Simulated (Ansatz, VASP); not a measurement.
# PtSe2: VASP beside Ansatz

INCAR

```
SYSTEM = PtSe2
PREC = Accurate ; ENCUT = 500
EDIFF = 1E-6 ; ISMEAR = -1
SIGMA = 0.02 ; LREAL = .FALSE.
LASPH = .TRUE. ; NELM = 120
ALGO = Normal ; ISIF = 2
LWAVE = .FALSE. ; LCHARG = .FALSE.
GGA = PS ; NBANDS = 18
GGA_COMPAT = .FALSE.
```

Contents of KPOINTS:

```
Automatic mesh
0
G
  6 6 4
  0 0 0
```

Contents of POSCAR:

```
PtSe2
1.0
    3.7286503637      0.0000000000      0.0000000000
   -1.8643251819      3.2291059368      0.0000000000
    0.0000000000      0.0000000000      5.2771566385
Pt Se
1 2
Direct
    0.0000000000      0.0000000000      0.0000000000
    0.3333333333      0.6666666667      0.2462188963
    0.6666666667      0.3333333333      0.7537811037
```

Input for Ansatz:

```yaml
crystal:
  lattice:
    - [3.7286503637, 0.0, 0.0]
    - [-1.8643251819, 3.2291059368, 0.0]
    - [0.0, 0.0, 5.2771566385]
  atoms:
    - { symbol: Pt, position: [0.0, 0.0, 0.0] }
    - { symbol: Se, position: [0.3333333333, 0.6666666667, 0.2462188963] }
    - { symbol: Se, position: [0.6666666667, 0.3333333333, 0.7537811037] }
kpoints:
  mp_grid: { grid: [6, 6, 4] }
hamiltonian:
  xc: pbesol
scf:
  occupations: { method: fermi_dirac, width: 0.02 }
  n_extra_bands: 4
output:
  forces: true
  stress: true
  eigenvalues: true
```

Alike in both runs: task single point; functional PBEsol; k mesh 6 × 6 × 4; occupations fermi-dirac, width 0.02 eV; no spin polarisation.

|  | VASP | Ansatz |
| --- | --- | --- |
| version | VASP 6.6.1 | Ansatz 0.2.0 |
| potentials or method | VASP PAW PBE potentials, release 64 (Pt, Se) | plane waves, PAW |
| plane-wave cutoff (eV) | 500 | 420 |
| valence electrons in the cell | 22 | 50 |

|  | VASP | Ansatz | Ansatz less VASP |
| --- | --- | --- | --- |
| pressure (GPa) | -1.0 | -1.0 | -0.07 |
| traceless stress, the component that is largest in VASP (GPa) | -0.89 | -0.87 | +0.022 |
| rms of the force components (eV/Å) | 0.046 | 0.052 | +0.0055 |

VASP's potentials were made for PBE, not for PBEsol. Atom by atom the forces differ by 0.006 eV/Å (rms over components). With one functional, cell and mesh, what is left measures potentials, basis and numerics. VASP's potentials hold 22 valence electrons a cell and Ansatz's 50, so a difference there can come from the potentials and not from the codes.

Spin-orbit coupling is off throughout.
